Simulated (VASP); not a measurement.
Set up this calculation in VASP 6.6.1, as the native input.

```yaml
Task: single point
Functional: PBE
Potentials_or_basis: VASP PAW PBE potentials, release 64 (Bi_d, Te)
Cutoff: 520 eV
k_mesh: 6 × 6 × 6
Occupations: gaussian, width 0.05 eV
Spin: no spin polarisation
Dipole_correction: no
Further_INCAR_settings: ALGO = Normal; EDIFF = 1e-07; NBANDS = 24
```

The structure of BiTe3 lies in POSCAR:

```
BiTe3
1.0
    6.0007278420      0.0000000000      0.0000000000
    0.0000000000      6.0007278420      0.0000000000
    0.0000000000      0.0000000000      6.0007278420
Bi Te
1 3
Direct
    0.0000000000      0.0000000000      0.0000000000
    0.5000000000      0.0000000000      0.0000000000
    0.0000000000      0.0000000000      0.5000000000
    0.0000000000      0.5000000000      0.0000000000
```

One way to write it, as run:

INCAR

```
PREC = Accurate ; ENCUT = 520
EDIFF = 1E-7 ; ISMEAR = 0
SIGMA = 0.05 ; LREAL = F
LASPH = T ; NELM = 100
ALGO = Normal ; ISIF = 2
LWAVE = F ; LCHARG = F
GGA = PE ; NBANDS = 24
```

KPOINTS

```
Automatic mesh
0
Gamma
  6 6 6
```

Potentials or basis: VASP PAW PBE potentials, release 64 (Bi_d, Te).

Run with:

```bash
$ cat potpaw_PBE.64/Bi_d/POTCAR potpaw_PBE.64/Te/POTCAR > POTCAR
$ mpirun -np 1 vasp_std > vasp.out
```

Results of the run:

The pressure is 0.4 GPa and the band gap on the k mesh is zero (an odd number of electrons rules out a gap without spin polarisation).

Caveat: spin-orbit coupling is left out, which moves the levels of the heavy elements.

Wall time 2.1 min on 1 thread of Intel Xeon 8259CL (shared host), peak memory 0.37 GiB.
